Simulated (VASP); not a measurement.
Runs of VASP 6.6.1 on Ga3S. The structure is that of space group Pm-3m (No. 221), or close to it. The cells are those of the table. 

```csv
task,cell,k mesh,cutoff (eV),gap on the mesh (eV),pressure (GPa),relaxed volume (Å³/atom)
single point,"a = 4.162 Å, 4 atoms",4 × 4 × 4,520,none,6.3,-
relaxation of cell and atoms,"relaxed from a = 4.162 Å, 4 atoms",4 × 4 × 4,600,none,0.0,(a)
single point,"a = 4.328 Å, 4 atoms",4 × 4 × 4,520,none,-0.1,-
relaxation of cell and atoms,"relaxed from a = 4.328 Å, 4 atoms",12 × 12 × 12,600,none,0.0,20.00
single point,"a = 4.311 Å, 4 atoms",12 × 12 × 12,520,none,0.0,-
```

Alike in all rows: level PBE; potentials or basis VASP PAW PBE potentials, release 64 (Ga_d, S); no spin polarisation; smearing gaussian 0.1 eV.

Question: Fill in the values left out.

Answer: (a) 20.22.

Caveats: some runs use coarse meshes.

A k mesh can miss the band edges, and the runs leave out spin-orbit coupling on Ga.

A gap of «none» marks levels without a gap at the run's occupations.
